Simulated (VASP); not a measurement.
## Ge: single point with PBE

Ge:

```xyz
2
Lattice="0.0000 2.8289 2.7158 2.8289 0.0000 2.7158 2.8289 2.8289 0.0000" Properties=species:S:1:pos:R:3 pbc="T T T"
Ge    4.2434    4.2434    4.0736
Ge    2.8289    2.8289    2.7158
```

```
Program                : VASP 6.6.1
Task                   : single point
Functional             : PBE
Potentials or basis    : VASP PAW PBE potentials, release 64 (Ge_d)
Cutoff                 : 520 eV
k mesh                 : 7 × 7 × 7
Occupations            : fermi-dirac, width 0.05 eV
Spin                   : no spin polarisation
Dipole correction      : no
Further INCAR settings : ALGO = Normal; EDIFF = 1e-06; NBANDS = 21
```

| Quantity | Value |
| --- | --- |
| Pressure | 6.9 GPa |

Stress tensor (GPa, compression positive):
```
5.99 0.00 0.00
0.00 5.99 0.00
0.00 0.00 8.62
```

Levels at points of the mesh, in eV from the Fermi level:
```csv
k point,band 10,band 11,band 12,band 13,band 14,band 15,band 16,band 17,band 18,band 19
"(0.00, 0.00, 0.00)",-24.76,-13.26,-0.28,-0.28,0.03,0.23,2.27,2.47,2.47,6.36
```

It took 18 s on 1 thread of Intel(R) Xeon(R) 6975P-C (Granite Rapids), on a shared host, peak memory 0.17 GiB.
